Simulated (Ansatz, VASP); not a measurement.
# Two plane-wave programs on CaO3

```
Ca O
1.0
     3.59821    0.00000    0.00000
     0.00000    3.59821    0.00000
     0.00000    0.00000    3.59821
Ca O
1 3
Direct
  0.00000 0.00000 0.00000
  0.00000 0.50000 0.50000
  0.50000 0.00000 0.50000
  0.50000 0.50000 0.00000
```

Alike in both runs: functional PBE; k mesh 14 × 14 × 14; occupations gaussian, width 0.1 eV; collinear spin.

Ansatz relaxed the structure, and its values are those at the end. VASP's run is a single point on that final structure, the one shown.

|  | VASP | Ansatz |
| --- | --- | --- |
| version | VASP 6.6.1 | Ansatz 0.2.0 |
| potentials or method | VASP PAW PBE potentials, release 64 (Ca_sv, O), cutoff 520 eV | scalar-relativistic, plane waves, PAW |
| valence electrons in the cell | 28 | 28 |

VASP gave:

| Property | Result |
| --- | --- |
| gap on the k mesh at the Fermi level (eV) | none |
| pressure (GPa) | 0.2 |
| net moment per atom (μB) | 1.00 |
| size of the moment on the site where the two differ most (μB) | 1.15 |

Q: Which values does Ansatz return?

A: gap on the k mesh at the Fermi level (eV): none; pressure (GPa): 0.0; net moment per atom (μB): 1.00; size of the moment on the site where the two differ most (μB): 1.32.

Site moments also hang on the region over which each program counts them. A gap of «none» marks a metal or a gap that the smearing closes.
